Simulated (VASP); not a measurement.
# Te (P3_121) in VASP: notebook

The runs below take Te through relaxation of shape and atoms at fixed volume, relaxation of cell and atoms, with PBE.

Everything below comes from runs of VASP 6.6.1. Logs are shortened: lines on timing, memory, paths and dates and some standing lists are left out, and cuts for length are marked.

## (1) The cell of the first run

Symmetry: P3_121, No. 152, trigonal system. Conventional cell: a = 4.404 Å, b = 4.404 Å, c = 5.894 Å, α = 90.00°, β = 90.00°, γ = 120.00°. Within 3.8 Å of Te (site symmetry 2) lie 6 Te at 2.87 to 3.42 Å.

## (2) Relaxation of shape and atoms at fixed volume, PBE (33.00 Å³/atom)

File INCAR:

```
  PREC = Accurate
  ENCUT = 600
  EDIFF = 1E-7
  ISMEAR = 0
  SIGMA = 0.01
  LREAL = False
  LASPH = True
  NELM = 60
  ALGO = Normal
  ISIF = 4
  LWAVE = False
  LCHARG = False
  GGA = PE
  IBRION = 2
  NSW = 50
  EDIFFG = -0.01
```

File KPOINTS:

```
Automatic mesh
0
Gamma
  12 12 6
```

File POSCAR:

```
Te
1.0
    4.4042094598      0.0000000000      0.0000000000
   -2.2021047299      3.8141572758      0.0000000000
    0.0000000000      0.0000000000      5.8935186297
Te
3
Direct
    0.2741678434      0.0000000000      0.3333333333
    0.0000000000      0.2741678434      0.6666666667
    0.7258321566      0.7258321566      0.0000000000
```

Potentials or basis: VASP PAW PBE potentials, release 64 (Te).

The run is started by

```console
> cat potpaw_PBE.64/Te/POTCAR > POTCAR
> mpirun -np 1 vasp_std > vasp.out
```

OUTCAR:

```text
PREC = Accurate
   ENCUT = 600
   EDIFF = 1E-7
   ISMEAR = 0
   LREAL = False
   LASPH = True
   NELM = 60
   ISIF = 4
   GGA = PE
   IBRION = 2
   NSW = 50
   EDIFFG = -0.01

 ion  position               nearest neighbor table
   1  0.274  0.000  0.333-   3 2.87   2 2.87   3 3.42   3 3.42   2 3.42   2 3.42
   2  0.000  0.274  0.667-   3 2.87   1 2.87   3 3.42   3 3.42   1 3.42   1 3.42
   3  0.726  0.726  0.000-   1 2.87   2 2.87   1 3.42   2 3.42   2 3.42   1 3.42

  LATTYP: Found a hexagonal cell.
 ALAT       =     4.4042094598
 C/A-ratio  =     1.3381558447

  Lattice vectors:

 A1 = (   4.4042094598,   0.0000000000,   0.0000000000)
 A2 = (  -2.2021047299,   3.8141572758,   0.0000000000)
 A3 = (   0.0000000000,   0.0000000000,   5.8935186297)

Analysis of symmetry for initial positions (statically):
=====================================================================
 Subroutine PRICEL returns:
 Original cell was already a primitive cell.

 Routine SETGRP: Setting up the symmetry group for a
 hexagonal supercell.

 Subroutine GETGRP returns: Found  6 space group operations
 (whereof  2 operations were pure point group operations)
 out of a pool of 24 trial point group operations.

The static configuration has the point symmetry C_2 .
 The point group associated with its full space group is D_3 .

Analysis of symmetry for dynamics (positions and initial velocities):
=====================================================================
 Subroutine PRICEL returns:
 Original cell was already a primitive cell.

 Routine SETGRP: Setting up the symmetry group for a
 hexagonal supercell.

 Subroutine GETGRP returns: Found  6 space group operations
 (whereof  2 operations were pure point group operations)
 out of a pool of 24 trial point group operations.

The dynamic configuration has the point symmetry C_2 .
 The point group associated with its full space group is D_3 .

 Subroutine INISYM returns: Found  6 space group operations
 (whereof  2 operations are pure point group operations),
 and found     1 'primitive' translations

----------------------------------------------------------------------------------------

                                     Primitive cell

  volume of cell :      99.0014

  direct lattice vectors                    reciprocal lattice vectors
     4.404209460  0.000000000  0.000000000     0.227055504  0.131090557  0.000000000
    -2.202104730  3.814157276  0.000000000     0.000000000  0.262181113  0.000000000
     0.000000000  0.000000000  5.893518630     0.000000000  0.000000000  0.169677923

  length of vectors
     4.404209460  4.404209460  5.893518630     0.262181113  0.262181113  0.169677923

  position of ions in fractional coordinates (direct lattice)
     0.274167843  0.000000000  0.333333333
     0.000000000  0.274167843  0.666666667
     0.725832157  0.725832157  0.000000000

  ion indices of the primitive-cell ions
   primitive index   ion index
                 1           1
                 2           2
                 3           3

----------------------------------------------------------------------------------------

 KPOINTS: Automatic mesh

Automatic generation of k-mesh.
 Grid dimensions read from file:
 generate k-points for:   12   12    6

 Generating k-lattice:

  Cartesian coordinates                     Fractional coordinates (reciprocal lattice)
     0.018921292  0.010924213  0.000000000     0.083333333  0.000000000  0.000000000
     0.000000000  0.021848426  0.000000000     0.000000000  0.083333333  0.000000000
     0.000000000  0.000000000  0.028279654     0.000000000  0.000000000  0.166666667

  Length of vectors
     0.021848426  0.021848426  0.028279654

  Shift w.r.t. Gamma in fractional coordinates (k-lattice)
     0.000000000  0.000000000  0.000000000

 Subroutine IBZKPT returns following result:
 ===========================================

 Found    100 irreducible k-points:

 Following reciprocal coordinates:
            Coordinates               Weight
  0.000000  0.000000  0.000000      1.000000
  0.083333  0.000000  0.000000      6.000000
  0.166667  0.000000  0.000000      6.000000
  0.250000  0.000000  0.000000      6.000000
  0.333333  0.000000  0.000000      6.000000
  0.416667  0.000000  0.000000      6.000000
[... 16 lines left out ...]
  0.166667  0.000000  0.166667      6.000000
  0.000000  0.166667  0.166667      6.000000
 [... further k-points ...]
   k-points           NKPTS =    100   k-points in BZ     NKDIM =    100   number of bands    NBANDS=     13
   number of dos      NEDOS =    301   number of ions     NIONS =      3
   total plane-waves  NPLWV =  62208
   dimension x,y,z NGX =    36 NGY =   36 NGZ =   48
   dimension x,y,z NGXF=    72 NGYF=   72 NGZF=   96
   ions per type =               3
   NGX,Y,Z   is equivalent  to a cutoff of  13.59, 13.59, 13.54 a.u.
   NGXF,Y,Z  is equivalent  to a cutoff of  27.18, 27.18, 27.08 a.u.
 SYSTEM =  unknown system
   PREC   = accura    normal or accurate (medium, high low for compatibility)
   ISTART =      0    job   : 0-new  1-cont  2-samecut
   ICHARG =      2    charge: 1-file 2-atom 10-const
   ISPIN  =      1    spin polarized calculation?
   LNONCOLLINEAR =      F non collinear calculations
   LSORBIT =      F    spin-orbit coupling
   LASPH  =      T    aspherical Exc in radial PAW
   ENCUT  =  600.0 eV  44.10 Ry    6.64 a.u.   8.80  8.80 11.77*2*pi/ulx,y,z
   NELM   =     60;   NELMIN=  2; NELMDL= -5     # of ELM steps
   EDIFF  = 0.1E-06   stopping-criterion for ELM
   LREAL  =      F    real-space projection
   EDIFFG = -.1E-01   stopping-criterion for IOM
   NSW    =     50    number of steps for IOM
   IBRION =      2    ionic relax: 0-MD 1-quasi-New 2-CG
   NFREE  =      1    steps in history (QN), initial steepest desc. (CG)
   ISIF   =      4    stress and relaxation
   ISYM   =      2    0-nonsym 1-usesym 2-fastsym
   POTIM  = 0.5000    time-step for ionic-motion
   TEBEG  =    0.0;   TEEND  =   0.0 temperature during run
   PSTRESS=    0.0 pullay stress
   NELECT =      18.0000    total number of electrons
   NUPDOWN=      -1.0000    fix difference up-down
   EMIN   =  10.00;   EMAX   =-10.00  energy-range for DOS
   EFERMI =   0.00;   METHOD = LEGACY
   ISMEAR =     0;   SIGMA  =   0.01  broadening in eV -4-tet -1-fermi 0-gaus
   EFERMI_NEDOS =   21; number of points for ismear=-14 and -15
   IALGO  =     38    algorithm
   IMIX   =      4    mixing-type and parameters
     AMIX     =   0.40;   BMIX     =  1.00
     AMIX_MAG =   1.60;   BMIX_MAG =  1.00
  volume/ion in A,a.u.               =      33.00       222.70
  Fermi-wavevector in a.u.,A,eV,Ry     =   0.927439  1.752605 11.702952  0.860143
  Thomas-Fermi vector in A             =   2.053509
   LORBIT       =      0    0 simple, 1 ext, 2 COOP (PROOUT), +10 PAW based schemes
   GGA     = PE    functional components
   LHFCALC =     F    Hartree Fock is set to
   AEXX    =    0.0000 exact exchange contribution
   IVDW    =     0    specifies the selected vdW correction
   LEPSILON=     F    determine dielectric tensor
   LRPA    =     F    only Hartree local field effects (RPA)
 conjugate gradient relaxation of ions
 non-spin polarized calculation
 Gauss-broadening in eV      SIGMA  =   0.01
  energy-cutoff  :      600.00
  volume of cell :       99.00
 maximum number of plane-waves:      3324
   NGX = 17   NGY = 17   NGZ = 23

--------------------------------------- Ionic step        1  -------------------------------------------

 number of electron      17.9999999 magnetization

 Free energy of the ion-electron system (eV)
  ---------------------------------------------------
  ext. energy  EPLUGINS =         0.00000000
  ---------------------------------------------------
  free energy    TOTEN  =        -9.39859924 eV

  energy without entropy =       -9.39859924  energy(sigma->0) =       -9.39859924

------------------------ aborting loop because EDIFF is reached ----------------------------------------

  FORCE on cell =-STRESS in cart. coord.  units (eV):
  Direction    XX          YY          ZZ          XY          YZ          ZX
  --------------------------------------------------------------------------------------
  -------------------------------------------------------------------------------------
  Total        1.2574248      1.2574248      1.7116917      0.0000000      0.0000000      0.0000000
  in kB       20.3493887     20.3493887     27.7009652      0.0000000      0.0000000      0.0000000
  external PRESSURE =      22.7999142 kB  Pullay stress =       0.0000000 kB

 VOLUME and BASIS-vectors are now :
 -----------------------------------------------------------------------------
  energy-cutoff  :      600.00
  volume of cell :       99.00
      direct lattice vectors                 reciprocal lattice vectors
     4.404209460  0.000000000  0.000000000     0.227055504  0.131090557  0.000000000
    -2.202104730  3.814157276  0.000000000     0.000000000  0.262181113  0.000000000
     0.000000000  0.000000000  5.893518630     0.000000000  0.000000000  0.169677923
[... 186 lines left out ...]
 POSITION                                       TOTAL-FORCE (eV/Angst)
 -----------------------------------------------------------------------------------
      1.22364     -0.00000      1.99184         0.011205      0.000000      0.000000
     -0.61182      1.05970      3.98367        -0.005603      0.009704     -0.000000
      1.57513      2.72820     -0.00000        -0.005603     -0.009704      0.000000
 -----------------------------------------------------------------------------------
    total drift:                                0.000000     -0.000000      0.000000

  FREE ENERGIE OF THE ION-ELECTRON SYSTEM (eV)
  ---------------------------------------------------
  free  energy   TOTEN  =        -9.4074895086 eV

  energy  without entropy=       -9.4074895024  energy(sigma->0) =       -9.40748951

--------------------------------------- Ionic step        7  -------------------------------------------

 number of electron      18.0000000 magnetization

 Free energy of the ion-electron system (eV)
  ---------------------------------------------------
  ext. energy  EPLUGINS =         0.00000000
  ---------------------------------------------------
  free energy    TOTEN  =        -9.40755490 eV

  energy without entropy =       -9.40755490  energy(sigma->0) =       -9.40755490

 E-fermi :   6.3557     XC(G=0):  -9.2157

 val. band max:        6.3206974288   @ k =   0.3333   0.3333   0.5000
 cond. band min:       6.3896173671   @ k =   0.3333   0.3333   0.5000
 fundamental gap:      0.0689199383
 Fermi energy:         6.3556570717

 k-point     1 :       0.0000    0.0000    0.0000
  band No.  band energies     occupation
      1      -7.3960      2.00000
      2      -4.0954      2.00000
      3      -4.0954      2.00000
      4       3.3648      2.00000
      5       3.6922      2.00000
      6       3.6922      2.00000
      7       4.5900      2.00000
      8       4.5900      2.00000
      9       5.2725      2.00000
     10       7.2972      0.00000
     11       7.2972      0.00000
     12       7.9485      0.00000
     13      11.2456      0.00000

 k-point     2 :       0.0833    0.0000    0.0000
  band No.  band energies     occupation
      1      -7.3436      2.00000
      2      -4.1037      2.00000
      3      -4.0800      2.00000
      4       2.8852      2.00000
      5       3.3406      2.00000
      6       3.5149      2.00000
      7       4.8312      2.00000
      8       5.0445      2.00000
      9       5.5284      2.00000
     10       7.0468      0.00000
     11       7.2397      0.00000
[... 339 lines left out ...]
 k-point    24 :       0.0000    0.1667    0.1667
  band No.  band energies     occupation
      1      -7.0907      2.00000
      2      -4.9560      2.00000
      3      -3.2237      2.00000
      4       2.2391      2.00000
      5       2.4784      2.00000
      6       3.2472      2.00000
      7       5.4026      2.00000
      8       5.5779      2.00000
      9       5.7190      2.00000
     10       6.7497      0.00000
     11       6.8930      0.00000
     12       7.4789      0.00000
     13      10.0883      0.00000

 [... further k-points ...]

------------------------ aborting loop because EDIFF is reached ----------------------------------------

  FORCE on cell =-STRESS in cart. coord.  units (eV):
  Direction    XX          YY          ZZ          XY          YZ          ZX
  --------------------------------------------------------------------------------------
  -------------------------------------------------------------------------------------
  Total        0.8818622      0.8818622      0.8883953      0.0000000      0.0000000     -0.0000000
  in kB       14.2715146     14.2715146     14.3772437      0.0000000      0.0000000     -0.0000000
  external PRESSURE =      14.3067576 kB  Pullay stress =       0.0000000 kB

 VOLUME and BASIS-vectors are now :
 -----------------------------------------------------------------------------
  energy-cutoff  :      600.00
  volume of cell :       99.00
      direct lattice vectors                 reciprocal lattice vectors
     4.377310393 -0.000000000  0.000000000     0.228450786  0.131896123 -0.000000000
    -2.188655197  3.790862001 -0.000000000     0.000000000  0.263792246 -0.000000000
     0.000000000  0.000000000  5.966173858    -0.000000000  0.000000000  0.167611609

 POSITION                                       TOTAL-FORCE (eV/Angst)
 -----------------------------------------------------------------------------------
      1.22649     -0.00000      1.98872         0.003400     -0.000000      0.000000
     -0.61325      1.06218      3.97745        -0.001700      0.002945     -0.000000
      1.57541      2.72869     -0.00000        -0.001700     -0.002945      0.000000
 -----------------------------------------------------------------------------------
    total drift:                                0.000000     -0.000000      0.000000

  FREE ENERGIE OF THE ION-ELECTRON SYSTEM (eV)
  ---------------------------------------------------
  free  energy   TOTEN  =        -9.4075548999 eV

  energy  without entropy=       -9.4075548996  energy(sigma->0) =       -9.40755490

 reached required accuracy - stopping structural energy minimisation
```

Run time: 2.6 min. Hardware: 1 thread of Intel Xeon 6975P-C (Granite Rapids), shared host; peak memory 0.33 GiB.

What came out:

```
Free energy                  : -9.4076 eV
Energy gained by relaxing    : 3.0 meV/atom
Ionic steps                  : 7
Pressure after relaxing      : 1.4 GPa
Largest force after relaxing : 0.003 eV/Å
Band gap on the k mesh       : 0.07 eV
```

Forces in eV/Å, atoms in the order of the input:
```
Te   0.003  0.000  0.000
Te  -0.002  0.003  0.000
Te  -0.002 -0.003  0.000
```

Step by step:
```tsv
step	energy change (eV)	largest force (eV/Å)	pressure (GPa)	volume (Å³)
1	0.0000	0.1593	2.28	99.00
2	-0.0049	0.1084	1.99	99.00
3	-0.0081	0.0197	1.21	99.00
4	-0.0088	0.0135	1.42	99.00
5	-0.0088	0.0163	1.44	99.00
6	-0.0089	0.0112	1.44	99.00
7	-0.0090	0.0034	1.43	99.00
```

Final structure:
```yaml
crystal:
  lattice:
    - [4.37731, 0.00000, 0.00000]
    - [-2.18866, 3.79086, 0.00000]
    - [0.00000, 0.00000, 5.96617]
  atoms:
    - { symbol: Te, position: [0.28019, 0.00000, 0.33333] }
    - { symbol: Te, position: [0.00000, 0.28019, 0.66667] }
    - { symbol: Te, position: [0.71981, 0.71981, 0.00000] }
```

Levels at points of the mesh, in eV from the valence-band top:
| k point | band 5 | band 6 | band 7 | band 8 | band 9 | band 10 | band 11 | band 12 | band 13 |
| --- | --- | --- | --- | --- | --- | --- | --- | --- | --- |
| (0.00, 0.00, 0.00) | -2.63 | -2.63 | -1.73 | -1.73 | -1.05 | 0.98 | 0.98 | 1.63 | 4.92 |
| (0.50, 0.00, 0.00) | -4.51 | -3.80 | -3.75 | -0.88 | -0.74 | 0.65 | 0.66 | 2.67 | 3.70 |
| (0.00, 0.00, 0.50) | -2.64 | -2.64 | -1.29 | -0.90 | -0.90 | 0.32 | 0.36 | 0.36 | 3.83 |
| (0.50, 0.00, 0.50) | -3.63 | -3.62 | -2.64 | -2.35 | -0.27 | 0.50 | 1.97 | 2.59 | 4.39 |

Caveat: spin-orbit coupling is left out, which moves the levels of the heavy elements. A k mesh can miss the band edges.

## (3) Relaxation of cell and atoms, PBE

This run uses another cell than the first one, of 33.93 Å³/atom.

File INCAR:

```
SYSTEM = Te
ALGO = Normal
EDIFF = 1E-7
EDIFFG = -0.005
ENCUT = 600
GGA = PE
IBRION = 2
ISIF = 3
ISMEAR = 0
LASPH = .True.
LCHARG = .False.
LREAL = .False.
LWAVE = .False.
NELM = 60
NSW = 100
PREC = Accurate
SIGMA = 0.01
```

File KPOINTS:

```
k-points
0
Gamma
  12 12 6
  0 0 0
```

File POSCAR:

```
Te
1.0
    4.4540000000      0.0000000000      0.0000000000
   -2.2270000000      3.8572771485      0.0000000000
    0.0000000000      0.0000000000      5.9240000000
Te
3
Direct
    0.2690000000      0.0000000000      0.3333333333
    0.0000000000      0.2690000000      0.6666666667
    0.7310000000      0.7310000000      0.0000000000
```

Potentials or basis: VASP PAW PBE potentials, release 64 (Te).

The run is started by

```console
> cat potpaw_PBE.64/Te/POTCAR > POTCAR
> mpirun -np 1 vasp_std > vasp.out
```

Run time: 4.3 min. Hardware: 1 thread of Intel Xeon 6975P-C (Granite Rapids), shared host; peak memory 0.34 GiB.

It converged, with:

```yaml
Free_energy: -9.4319 eV
Relaxed_volume: 35.02 Å³/atom
Relaxed_cell: a = 4.512 Å, b = 4.512 Å, c = 5.959 Å, α = 90.00°, β = 90.00°, γ = 120.00°
Space_group_after_relaxing_to_0.1_Å: P3_121 (No. 152)
Energy_gained_by_relaxing: 4.6 meV/atom
Ionic_steps: 11
Pressure_after_relaxing: 0.0 GPa
Band_gap_on_the_k_mesh: 0.21 eV
```

Forces on the atoms (eV/Å):
```
Te   0.002  0.000  0.000
Te  -0.001  0.002  0.000
Te  -0.001 -0.002  0.000
```

The path:
| step | energy change (eV) | largest force (eV/Å) | pressure (GPa) | volume (Å³) |
| --- | --- | --- | --- | --- |
| 1 | 0.0000 | 0.1629 | 1.44 | 101.78 |
| 2 | -0.0076 | 0.1022 | -0.83 | 106.35 |
| 3 | -0.0133 | 0.0026 | 0.02 | 104.49 |
| 4 | -0.0133 | 0.0057 | -0.01 | 104.55 |
| 5 | -0.0134 | 0.0075 | -0.01 | 104.62 |
| 6 | -0.0137 | 0.0131 | -0.02 | 104.84 |
| 7 | -0.0137 | 0.0142 | -0.02 | 104.89 |
| 8 | -0.0137 | 0.0037 | 0.05 | 104.79 |
| 9 | -0.0137 | 0.0060 | 0.03 | 104.81 |
| 10 | -0.0138 | 0.0040 | 0.03 | 104.87 |
| 11 | -0.0138 | 0.0021 | 0.01 | 105.06 |

Final structure:
```xyz
3
Lattice="4.5121 0.0000 0.0000 -2.2561 3.9076 0.0000 0.0000 0.0000 5.9586" Properties=species:S:1:pos:R:3 pbc="T T T"
Te    1.2137    0.0000    1.9862
Te   -0.6069    1.0511    3.9724
Te    1.6492    2.8565    5.9586
```

Levels at points of the mesh, in eV from the valence-band top:
```tsv
k point	band 7	band 8	band 9	band 10	band 11	band 12
(0.00, 0.00, 0.00)	-1.61	-1.61	-0.80	1.00	1.00	1.56
(0.50, 0.00, 0.00)	-3.34	-0.97	-0.77	0.85	0.91	3.08
(0.00, 0.00, 0.50)	-1.26	-1.00	-1.00	0.48	0.48	0.50
(0.50, 0.00, 0.50)	-2.34	-2.01	-0.16	0.79	1.93	2.49
```

Caveat: spin-orbit coupling is left out, which moves the levels of the heavy elements. A k mesh can miss the band edges.
